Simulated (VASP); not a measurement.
# Mg3SeS2 (P6/mmm) in VASP: notebook, part 2 of 2

VASP 6.6.1. The steps go on from the part before.

### 4 Relaxation of cell and atoms, PBE

File INCAR:

```
ALGO     = Normal         # electronic algorithm
EDIFF    = 1E-6           # SCF threshold, eV
EDIFFG   = -0.04          # ionic threshold
ENCUT    = 600            # plane-wave cutoff, eV
GGA      = PE             # functional
IBRION   = 2              # ionic algorithm
ISIF     = 3              # what is computed and relaxed
ISMEAR   = 0              # smearing method
LASPH    = T              # aspherical terms in the spheres
LCHARG   = F              # write CHGCAR
LREAL    = F              # projectors in reciprocal space
LWAVE    = F              # write WAVECAR
NELM     = 80             # most SCF steps
NSW      = 90             # ionic steps
PREC     = Accurate       # precision mode
SIGMA    = 0.1            # smearing width, eV
```

File KPOINTS:

```
k-points
0
Gamma
  3 3 4
```

File POSCAR:

```
Mg3SeS2
1.0
    6.2890393300      0.0000000000      0.0000000000
   -3.1445196700      5.4464678300      0.0000000000
    0.0000000000      0.0000000000      4.2261736500
Mg Se S
3 1 2
Direct
    0.5000000000      0.0000000000      0.0000000000
    0.0000000000      0.5000000000      0.0000000000
    0.5000000000      0.5000000000      0.0000000000
    0.0000000000      0.0000000000      0.5000000000
    0.3333333300      0.6666666700      0.0000000000
    0.6666666700      0.3333333300      0.0000000000
```

Potentials or basis: VASP PAW PBE potentials, release 64 (Mg, Se, S).

Launch:

```console
$ cat potpaw_PBE.64/Mg/POTCAR potpaw_PBE.64/Se/POTCAR potpaw_PBE.64/S/POTCAR > POTCAR
$ mpirun -np 1 vasp_std > vasp.out
```

OUTCAR:

```text
EDIFF = 1E-6
   EDIFFG = -0.04
   ENCUT = 600
   GGA = PE
   IBRION = 2
   ISIF = 3
   ISMEAR = 0
   LASPH = T
   LREAL = F
   NELM = 80
   NSW = 90
   PREC = Accurate

 ion  position               nearest neighbor table
   1  0.500  0.000  0.000-   5 1.82   6 1.82   2 3.14   2 3.14   3 3.14   3 3.14
   2  0.000  0.500  0.000-   5 1.82   6 1.82   3 3.14   3 3.14   1 3.14   1 3.14
   3  0.500  0.500  0.000-   5 1.82   6 1.82   2 3.14   2 3.14   1 3.14   1 3.14
   4  0.000  0.000  0.500-
   5  0.333  0.667  0.000-   2 1.82   1 1.82   3 1.82
   6  0.667  0.333  0.000-   2 1.82   1 1.82   3 1.82

  LATTYP: Found a hexagonal cell.
 ALAT       =     6.2890393300
 C/A-ratio  =     0.6719903356

  Lattice vectors:

 A1 = (   6.2890393300,   0.0000000000,   0.0000000000)
 A2 = (  -3.1445196700,   5.4464678300,   0.0000000000)
 A3 = (   0.0000000000,   0.0000000000,   4.2261736500)
[... 462 lines left out ...]

  energy  without entropy=      -17.6270001212  energy(sigma->0) =      -17.63829958

[... ionic steps 4 to 7 ...]

--------------------------------------- Ionic step        8  -------------------------------------------

 number of electron      24.0000006 magnetization

------------------------ aborting loop because EDIFF is reached ----------------------------------------
[... 75 lines left out ...]
--------------------------------------- Ionic step       10  -------------------------------------------

 number of electron      24.0000007 magnetization

 Free energy of the ion-electron system (eV)
  ---------------------------------------------------
  ext. energy  EPLUGINS =         0.00000000
  ---------------------------------------------------
  free energy    TOTEN  =       -17.75478363 eV

  energy without entropy =      -17.75169505  energy(sigma->0) =      -17.75323934

 E-fermi :   1.6393     XC(G=0):  -7.1445

 val. band max:        1.5490010326   @ k =   0.0000   0.0000   0.2500
 cond. band min:       1.7547849514   @ k =   0.3333   0.3333   0.0000
 fundamental gap:      0.2057839187
 Fermi energy:         1.6392951116

 k-point     1 :       0.0000    0.0000    0.0000
  band No.  band energies     occupation
      1     -12.6262      2.00000
      2     -12.3804      2.00000
      3      -9.8950      2.00000
      4      -4.3574      2.00000
      5      -4.3574      2.00000
      6      -3.3771      2.00000
[... 193 lines left out ...]
  FREE ENERGIE OF THE ION-ELECTRON SYSTEM (eV)
  ---------------------------------------------------
  free  energy   TOTEN  =       -17.7547836346 eV

  energy  without entropy=      -17.7516950524  energy(sigma->0) =      -17.75323934

 reached required accuracy - stopping structural energy minimisation
```

OSZICAR:

```text
N       E                     dE             d eps       ncg     rms          rms(c)
DAV:   1     0.157269417593E+03    0.15727E+03   -0.10407E+04   288   0.136E+03
DAV:   2     0.586161736786E+01   -0.15141E+03   -0.14796E+03   376   0.205E+02
DAV:   3    -0.912365424828E+01   -0.14985E+02   -0.14911E+02   352   0.752E+01
[... 110 lines left out ...]
DAV:   4    -0.177549810463E+02    0.68151E-03   -0.89007E-04   336   0.154E-01    0.108E-01
DAV:   5    -0.177547764979E+02    0.20455E-03   -0.57340E-04   312   0.125E-01    0.331E-02
DAV:   6    -0.177547820811E+02   -0.55831E-05   -0.22873E-05   320   0.280E-02    0.782E-03
DAV:   7    -0.177547833786E+02   -0.12975E-05   -0.23386E-06   208   0.920E-03    0.279E-03
DAV:   8    -0.177547836346E+02   -0.25600E-06   -0.58016E-07   144   0.435E-03
  10 F= -.17754784E+02 E0= -.17753239E+02  d E =-.546891E-02
```

Run time: 5.4 min. Hardware: 1 thread of Intel Xeon Platinum 8175M at 2.50GHz (Skylake/Cascade Lake), shared host; peak memory 0.3 GiB.

Results:

```
Free energy                            : -17.7548 eV
Relaxed volume                         : 34.01 Å³/atom
Relaxed cell                           : a = 7.886 Å, b = 7.886 Å, c = 3.789 Å, α = 90.00°, β = 90.00°, γ = 120.00°
Space group after relaxing (to 0.05 Å) : P6/mmm (No. 191)
Energy gained by relaxing              : 2021.8 meV/atom
Ionic steps                            : 10
Pressure after relaxing                : 0.0 GPa
Band gap on the k mesh                 : zero (band 12 reaches 1.75 eV, above the bottom of band 13 at 1.55 eV)
```

Step by step:
| step | energy change (eV) | largest force (eV/Å) | pressure (GPa) | volume (Å³) |
| --- | --- | --- | --- | --- |
| 1 | 0.0000 | 0.0000 | 48.20 | 144.76 |
| 2 | -8.1217 | 0.0000 | -4.95 | 335.24 |
| 3 | -12.0254 | 0.0000 | -0.65 | 227.27 |
| 4 | -12.0282 | 0.0000 | -0.37 | 225.45 |
| 5 | -12.0264 | 0.0000 | -0.08 | 223.66 |
| 6 | -12.0391 | 0.0000 | -0.04 | 221.54 |
| 7 | -12.0760 | 0.0000 | 0.10 | 215.16 |
| 8 | -12.1252 | 0.0000 | 0.45 | 202.40 |
| 9 | -12.1118 | 0.0000 | -0.80 | 207.24 |
| 10 | -12.1306 | 0.0000 | -0.01 | 204.08 |

Final structure:
```xyz
6
Lattice="7.8863 0.0000 0.0000 -3.9432 6.8298 0.0000 0.0000 0.0000 3.7889" Properties=species:S:1:pos:R:3 pbc="T T T"
Mg    3.9432    0.0000    0.0000
Mg    5.9148    3.4149    0.0000
Mg    1.9716    3.4149    0.0000
Se    7.8863    0.0000    1.8944
S     0.0000    4.5532    0.0000
S     3.9432    2.2766    0.0000
```

Caveat: the k points lie up to 0.41 Å⁻¹ apart in the final cell; the volume moved by over 15 % at a fixed basis, so the end points are rough.

### 5 Single point, PBE

This run uses another cell than the first one, of 35.07 Å³/atom, 1.453 times its volume.

File INCAR:

```
PREC = Accurate ; ENCUT = 520
EDIFF = 1E-6 ; ISMEAR = 0
SIGMA = 0.1 ; LREAL = F
LASPH = T ; NELM = 60
ALGO = Normal ; ISIF = 2
LWAVE = F ; LCHARG = F
GGA = PE ; NBANDS = 21
```

File KPOINTS:

```
regular mesh
0
Gamma
  6 6 10
```

File POSCAR:

```
Mg3SeS2
1.0
    7.8546312508      0.0000000000      0.0000000000
   -3.9273156254      6.8023102005      0.0000000000
    0.0000000000      0.0000000000      3.9377893051
Mg Se S
3 1 2
Direct
    0.5000000000      0.0000000000      0.0000000000
    0.0000000000      0.5000000000      0.0000000000
    0.5000000000      0.5000000000      0.0000000000
    0.0000000000      0.0000000000      0.5000000000
    0.3333333333      0.6666666667      0.0000000000
    0.6666666667      0.3333333333      0.0000000000
```

Potentials or basis: VASP PAW PBE potentials, release 64 (Mg, Se, S).

Launch:

```console
$ cat potpaw_PBE.64/Mg/POTCAR potpaw_PBE.64/Se/POTCAR potpaw_PBE.64/S/POTCAR > POTCAR
$ mpirun -np 1 vasp_std > vasp.out
```

OUTCAR:

```text
PREC = Accurate
   ENCUT = 520
   EDIFF = 1E-6
   ISMEAR = 0
   LREAL = F
   LASPH = T
   NELM = 60
   ISIF = 2
   GGA = PE

 ion  position               nearest neighbor table
   1  0.500  0.000  0.000-   5 2.27   6 2.27
   2  0.000  0.500  0.000-   5 2.27   6 2.27
   3  0.500  0.500  0.000-   5 2.27   6 2.27
   4  0.000  0.000  0.500-
   5  0.333  0.667  0.000-   1 2.27   2 2.27   3 2.27
   6  0.667  0.333  0.000-   1 2.27   2 2.27   3 2.27

  LATTYP: Found a hexagonal cell.
 ALAT       =     7.8546312508
 C/A-ratio  =     0.5013334400

  Lattice vectors:

 A1 = (   7.8546312508,   0.0000000000,   0.0000000000)
 A2 = (  -3.9273156254,   6.8023102005,   0.0000000000)
 A3 = (   0.0000000000,   0.0000000000,   3.9377893051)

Analysis of symmetry for initial positions (statically):
=====================================================================
 Subroutine PRICEL returns:
 Original cell was already a primitive cell.

 Routine SETGRP: Setting up the symmetry group for a
 hexagonal supercell.

 Subroutine GETGRP returns: Found 24 space group operations
 (whereof 24 operations were pure point group operations)
 out of a pool of 24 trial point group operations.

The static configuration has the point symmetry D_6h.

Analysis of symmetry for dynamics (positions and initial velocities):
=====================================================================
 Subroutine PRICEL returns:
 Original cell was already a primitive cell.

 Routine SETGRP: Setting up the symmetry group for a
 hexagonal supercell.

 Subroutine GETGRP returns: Found 24 space group operations
 (whereof 24 operations were pure point group operations)
 out of a pool of 24 trial point group operations.

The dynamic configuration has the point symmetry D_6h.

 Subroutine INISYM returns: Found 24 space group operations
 (whereof 24 operations are pure point group operations),
 and found     1 'primitive' translations

----------------------------------------------------------------------------------------

                                     Primitive cell

  volume of cell :     210.3947

  direct lattice vectors                    reciprocal lattice vectors
     7.854631251  0.000000000  0.000000000     0.127313424  0.073504440  0.000000000
    -3.927315625  6.802310201  0.000000000     0.000000000  0.147008879  0.000000000
     0.000000000  0.000000000  3.937789305     0.000000000  0.000000000  0.253949595

  length of vectors
     7.854631251  7.854631251  3.937789305     0.147008879  0.147008879  0.253949595

  position of ions in fractional coordinates (direct lattice)
     0.500000000  0.000000000  0.000000000
     0.000000000  0.500000000  0.000000000
     0.500000000  0.500000000  0.000000000
     0.000000000  0.000000000  0.500000000
     0.333333333  0.666666667  0.000000000
     0.666666667  0.333333333  0.000000000

  ion indices of the primitive-cell ions
   primitive index   ion index
                 1           1
                 2           2
                 3           3
                 4           4
                 5           5
                 6           6

----------------------------------------------------------------------------------------

 KPOINTS: regular mesh

Automatic generation of k-mesh.
 Grid dimensions read from file:
 generate k-points for:    6    6   10

 Generating k-lattice:

  Cartesian coordinates                     Fractional coordinates (reciprocal lattice)
     0.021218904  0.012250740  0.000000000     0.166666667  0.000000000  0.000000000
     0.000000000  0.024501480  0.000000000     0.000000000  0.166666667  0.000000000
     0.000000000  0.000000000  0.025394960     0.000000000  0.000000000  0.100000000

  Length of vectors
     0.024501480  0.024501480  0.025394960

  Shift w.r.t. Gamma in fractional coordinates (k-lattice)
     0.000000000  0.000000000  0.000000000

 Subroutine IBZKPT returns following result:
 ===========================================

 Found     42 irreducible k-points:

 Following reciprocal coordinates:
            Coordinates               Weight
  0.000000  0.000000  0.000000      1.000000
  0.166667  0.000000  0.000000      6.000000
  0.333333  0.000000  0.000000      6.000000
  0.500000  0.000000  0.000000      3.000000
  0.166667  0.166667  0.000000      6.000000
  0.333333  0.166667  0.000000     12.000000
[... 16 lines left out ...]
  0.166667  0.000000  0.300000     12.000000
  0.333333  0.000000  0.300000     12.000000
 [... further k-points ...]
   k-points           NKPTS =     42   k-points in BZ     NKDIM =     42   number of bands    NBANDS=     21
   number of dos      NEDOS =    301   number of ions     NIONS =      6
   total plane-waves  NPLWV = 108000
   dimension x,y,z NGX =    60 NGY =   60 NGZ =   30
   dimension x,y,z NGXF=   120 NGYF=  120 NGZF=   60
   ions per type =               3   1   2
   NGX,Y,Z   is equivalent  to a cutoff of  12.70, 12.70, 12.67 a.u.
   NGXF,Y,Z  is equivalent  to a cutoff of  25.40, 25.40, 25.33 a.u.
 SYSTEM =  unknown system
   PREC   = accura    normal or accurate (medium, high low for compatibility)
   ISTART =      0    job   : 0-new  1-cont  2-samecut
   ICHARG =      2    charge: 1-file 2-atom 10-const
   ISPIN  =      1    spin polarized calculation?
   LNONCOLLINEAR =      F non collinear calculations
   LSORBIT =      F    spin-orbit coupling
   LASPH  =      T    aspherical Exc in radial PAW
   ENCUT  =  520.0 eV  38.22 Ry    6.18 a.u.  14.60 14.60  7.32*2*pi/ulx,y,z
   NELM   =     60;   NELMIN=  2; NELMDL= -5     # of ELM steps
   EDIFF  = 0.1E-05   stopping-criterion for ELM
   LREAL  =      F    real-space projection
   EDIFFG = 0.1E-04   stopping-criterion for IOM
   NSW    =      0    number of steps for IOM
   IBRION =     -1    ionic relax: 0-MD 1-quasi-New 2-CG
   NFREE  =      0    steps in history (QN), initial steepest desc. (CG)
   ISIF   =      2    stress and relaxation
   ISYM   =      2    0-nonsym 1-usesym 2-fastsym
   POTIM  = 0.5000    time-step for ionic-motion
   TEBEG  =    0.0;   TEEND  =   0.0 temperature during run
   PSTRESS=    0.0 pullay stress
   NELECT =      24.0000    total number of electrons
   NUPDOWN=      -1.0000    fix difference up-down
   EMIN   =  10.00;   EMAX   =-10.00  energy-range for DOS
   EFERMI =   0.00;   METHOD = LEGACY
   ISMEAR =     0;   SIGMA  =   0.10  broadening in eV -4-tet -1-fermi 0-gaus
   EFERMI_NEDOS =   21; number of points for ismear=-14 and -15
   IALGO  =     38    algorithm
   IMIX   =      4    mixing-type and parameters
     AMIX     =   0.40;   BMIX     =  1.00
     AMIX_MAG =   1.60;   BMIX_MAG =  1.00
  volume/ion in A,a.u.               =      35.07       236.64
  Fermi-wavevector in a.u.,A,eV,Ry     =   0.793963  1.500373  8.576806  0.630377
  Thomas-Fermi vector in A             =   1.900002
   LORBIT       =      0    0 simple, 1 ext, 2 COOP (PROOUT), +10 PAW based schemes
   GGA     = PE    functional components
   LHFCALC =     F    Hartree Fock is set to
   AEXX    =    0.0000 exact exchange contribution
   IVDW    =     0    specifies the selected vdW correction
   LEPSILON=     F    determine dielectric tensor
   LRPA    =     F    only Hartree local field effects (RPA)
 non-spin polarized calculation
 Gauss-broadening in eV      SIGMA  =   0.10
  energy-cutoff  :      520.00
  volume of cell :      210.39
 maximum number of plane-waves:      5793
 NGX is ok and might be reduce to    60
   NGX = 29   NGY = 29   NGZ = 15

 number of electron      24.0000000 magnetization

 Free energy of the ion-electron system (eV)
  ---------------------------------------------------
  ext. energy  EPLUGINS =         0.00000000
  ---------------------------------------------------
  free energy    TOTEN  =       -17.70801373 eV

  energy without entropy =      -17.69924780  energy(sigma->0) =      -17.70363077

 E-fermi :   1.5533     XC(G=0):  -7.0248

 val. band max:        1.4840662499   @ k =   0.5000   0.0000   0.1000
 cond. band min:       1.6071440963   @ k =   0.0000   0.0000   0.1000
 fundamental gap:      0.1230778464
 Fermi energy:         1.5533343443

 k-point     1 :       0.0000    0.0000    0.0000
  band No.  band energies     occupation
      1     -12.8367      2.00000
      2     -12.5882      2.00000
      3      -9.8479      2.00000
      4      -4.5212      2.00000
      5      -4.5212      2.00000
      6      -3.5616      2.00000
[... 550 lines left out ...]
      5      -4.1187      2.00000
      6      -3.5660      2.00000
[... 13 lines left out ...]
     20       4.9112      0.00000
     21       5.4894      0.00000

 [... further k-points ...]
[... 5 lines left out ...]
  --------------------------------------------------------------------------------------
  -------------------------------------------------------------------------------------
  Total        0.0214668      0.0214668     -0.0243693     -0.0000000      0.0000000      0.0000000
  in kB        0.1634720      0.1634720     -0.1855749     -0.0000000      0.0000000      0.0000000
  external PRESSURE =       0.0471230 kB  Pullay stress =       0.0000000 kB

 VOLUME and BASIS-vectors are now :
 -----------------------------------------------------------------------------
  energy-cutoff  :      520.00
  volume of cell :      210.39
      direct lattice vectors                 reciprocal lattice vectors
     7.854631251  0.000000000  0.000000000     0.127313424  0.073504440  0.000000000
    -3.927315625  6.802310201  0.000000000     0.000000000  0.147008879  0.000000000
     0.000000000  0.000000000  3.937789305     0.000000000  0.000000000  0.253949595

 POSITION                                       TOTAL-FORCE (eV/Angst)
 -----------------------------------------------------------------------------------
      3.92732      0.00000      0.00000         0.000000      0.000000     -0.000000
     -1.96366      3.40116      0.00000         0.000000      0.000000     -0.000000
      1.96366      3.40116      0.00000         0.000000      0.000000     -0.000000
      0.00000      0.00000      1.96889         0.000000      0.000000     -0.000000
     -0.00000      4.53487      0.00000         0.000000      0.000000     -0.000000
      3.92732      2.26744      0.00000        -0.000000     -0.000000      0.000000
 -----------------------------------------------------------------------------------
    total drift:                                0.000000      0.000000     -0.000000

  FREE ENERGIE OF THE ION-ELECTRON SYSTEM (eV)
  ---------------------------------------------------
  free  energy   TOTEN  =       -17.7080137348 eV

  energy  without entropy=      -17.6992478037  energy(sigma->0) =      -17.70363077
```

stdout:

```text
POSCAR found type information on POSCAR MgSeS
 POSCAR found :  3 types and       6 ions
 scaLAPACK will be used
 LDA part: xc-table for (Slater+PW92), standard interpolation
 POSCAR, INCAR and KPOINTS ok, starting setup
 FFT: planning ... GRIDC
 FFT: planning ... GRID_SOFT
 FFT: planning ... GRID
 WAVECAR not read
 entering main loop
```

Wall time 4.2 min (1 thread of Intel Xeon Platinum 8175M at 2.50GHz (Skylake/Cascade Lake), shared host); peak memory 0.43 GiB.

What came out:

- Free energy: -17.7080 eV
- Pressure: 0.0 GPa
- Band gap on the k mesh: zero (band 12 reaches 1.73 eV, above the bottom of band 13 at 1.37 eV)

### 6 Overview

| task | cell | k mesh | cutoff (eV) | gap on the mesh (eV) | pressure (GPa) |
| --- | --- | --- | --- | --- | --- |
| single point | a = 6.289, b = 6.289, c = 4.226 Å, angles 90.0, 90.0, 120.0°, 6 atoms | 3 × 3 × 4 | 520 | 0.21 | 48.2 |
| single point | a = 7.885, b = 7.885, c = 3.780 Å, angles 90.0, 90.0, 120.0°, 6 atoms | 3 × 3 × 4 | 520 | none | 0.0 |
| relaxation of cell and atoms | relaxed from a = 6.289, b = 6.289, c = 4.226 Å, angles 90.0, 90.0, 120.0°, 6 atoms | 3 × 3 × 4 | 600 | none | 0.0 |
| single point | a = 7.855, b = 7.855, c = 3.938 Å, angles 90.0, 90.0, 120.0°, 6 atoms | 6 × 6 × 10 | 520 | none | 0.0 |

Alike in all rows: level PBE; potentials or basis VASP PAW PBE potentials, release 64 (Mg, Se, S); no spin polarisation; smearing gaussian 0.1 eV.

Caveats: some runs use coarse meshes; the volume moved by over 15 % at a fixed basis, so the end points are rough (some runs).

Absolute energies hang on the potentials; compare differences alone.
